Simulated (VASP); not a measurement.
A run of VASP 6.6.1 is set up as follows.

The input INCAR:

```
  ALGO = Normal
  EDIFF = 1E-6
  ENCUT = 520
  GGA = PS
  ISIF = 2
  ISMEAR = 0
  LASPH = True
  LCHARG = True
  LELF = True
  LREAL = False
  LVHAR = True
  LWAVE = False
  NBANDS = 16
  NELM = 100
  PREC = Accurate
  SIGMA = 0.01
```

Contents of KPOINTS:

```
k-points
0
Gamma
  10 10 10
```

File POSCAR:

```
GaN
1.0
    2.2603829582      2.2603829582      0.0000000000
   -2.2603829582      2.2603829582      0.0000000000
    0.0000000000      2.2603829582      2.2423898600
Ga N
1 1
Direct
    0.0000000000      0.0000000000      0.0000000000
    0.2500000000      0.7500000000      0.5000000000
```

Potentials or basis: VASP PAW PBE potentials, release 64 (Ga_d, N).

The run is started by

```bash
$ cat potpaw_PBE.64/Ga_d/POTCAR potpaw_PBE.64/N/POTCAR > POTCAR
$ mpirun -np 1 vasp_std > vasp.out
```

**Question.** Predict the pressure.

**Answer.** -1.5 GPa.

**Question.** What does it give for the band gap on the k mesh?

**Answer.** 1.65 eV, direct.

Stress tensor (GPa, compression positive):
```
-1.85  0.00  0.00
 0.00 -1.85  0.00
 0.00  0.00 -0.87
```

Caveat: the cell differs from its parent crystal (in-plane strain +0.005); the PAW data sets were made with another functional, which shifts forces and pressure a little.
